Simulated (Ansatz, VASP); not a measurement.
## AlNi3 in VASP and in Ansatz

```xyz
4
Lattice="0.0000 2.6334 3.1601 2.6334 0.0000 3.1601 2.6334 2.6334 0.0000" Properties=species:S:1:pos:R:3 pbc="T T T"
Al    2.6334    2.6334    3.1601
Ni    1.3167    1.3167    1.5800
Ni    0.0000    0.0000    0.0000
Ni    3.9501    3.9501    4.7401
```

Alike in both runs: task single point; functional PBEsol; k mesh 16 × 16 × 16; occupations gaussian, width 0.15 eV; no spin polarisation.

|  | VASP | Ansatz |
| --- | --- | --- |
| version | VASP 6.6.1 | Ansatz 0.2.0 |
| potentials or method | VASP PAW PBE potentials, release 64 (Al, Ni), cutoff 520 eV | scalar-relativistic, plane waves, PAW |
| valence electrons in the cell | 33 | 57 |

```tsv
	VASP	Ansatz	Ansatz less VASP
gap on the k mesh at the Fermi level (eV)	none	none	-
pressure (GPa)	0.1	0.0	-0.08
traceless stress, the component that is largest in VASP (GPa)	1.86	2.01	+0.151
```

VASP's potentials were made for PBE, not for PBEsol. A gap of «none» marks a metal or a gap that the smearing closes. VASP's potentials hold 33 valence electrons a cell and Ansatz's 57, so a difference there can come from the potentials and not from the codes.
